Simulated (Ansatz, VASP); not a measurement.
# InAs: VASP beside Ansatz

```xyz
2
Lattice="4.7312 0.0000 0.0000 -2.3656 4.0974 0.0000 0.0000 0.0000 2.9109" Properties=species:S:1:pos:R:3 pbc="T T T"
In    0.0000    0.0000    0.0000
As    2.3656    1.3658    0.0000
```

Alike in both runs: task single point; functional PBE; k mesh 4 × 4 × 5; occupations fermi-dirac, width 0.04 eV; no spin polarisation.

|  | VASP | Ansatz |
| --- | --- | --- |
| version | VASP 6.6.1 | Ansatz 0.2.0 |
| potentials or method | VASP PAW PBE potentials, release 64 (In_d, As), cutoff 500 eV | all-electron LAPW, scalar-relativistic |

Ansatz gave:

* gap on the k mesh at the Fermi level (eV): none
* pressure (GPa): 2.0
* traceless stress, the component that is largest in VASP (GPa): -2.59

Problem. Which values does VASP return?

Solution. gap on the k mesh at the Fermi level (eV): none; pressure (GPa): 2.1; traceless stress, the component that is largest in VASP (GPa): -2.61.

A gap of «none» marks a metal or a gap that the smearing closes. Ansatz ran all-electron here, and VASP with PAW potentials.

The k mesh is coarse, so the values compare programs but aren't converged. Noted on Ansatz's run: the k mesh is thin for a metal, which can move the energy by tens of meV per atom.
